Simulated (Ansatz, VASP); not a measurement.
## One calculation of FeSi, two programs

```
Fe Si
1.0
     4.55070    0.00000    0.00000
     0.00000    4.55070    0.00000
     0.00000    0.00000    4.55070
Fe Si
4 4
Direct
  0.13274 0.13274 0.13274
  0.36726 0.86726 0.63274
  0.63274 0.36726 0.86726
  0.86726 0.63274 0.36726
  0.83923 0.83923 0.83923
  0.66077 0.16077 0.33923
  0.33923 0.66077 0.16077
  0.16077 0.33923 0.66077
```

Alike in both runs: functional PBE; k mesh 8 × 8 × 8; no spin polarisation; Hubbard terms Fe d U = 2.0 eV.

Ansatz relaxed the structure, and its values are those at the end. VASP's run is a single point on that final structure, the one shown.

|  | VASP | Ansatz |
| --- | --- | --- |
| version | VASP 6.6.1 | Ansatz 0.2.0 |
| potentials or method | VASP PAW PBE potentials, release 64 (Fe, Si) | scalar-relativistic, plane waves, PAW |
| plane-wave cutoff (eV) | 520 | 420 |
| occupations | gaussian, width 0.01 eV | fixed |
| valence electrons in the cell | 48 | 80 |

VASP gave:

| Item | Value |
| --- | --- |
| pressure (GPa) | -15.0 |
| rms of the force components (eV/Å) | 0.019 |

**Question.** Estimate Ansatz's values.

**Answer.** Pressure (GPa): -14.0; rms of the force components (eV/Å): 0.000.

The programs project onto different local orbitals, so the same U acts differently, and such runs can settle in different states. VASP's potentials hold 48 valence electrons a cell and Ansatz's 80, so a difference there can come from the potentials and not from the codes. Ansatz's warnings: stress scf threshold loose.
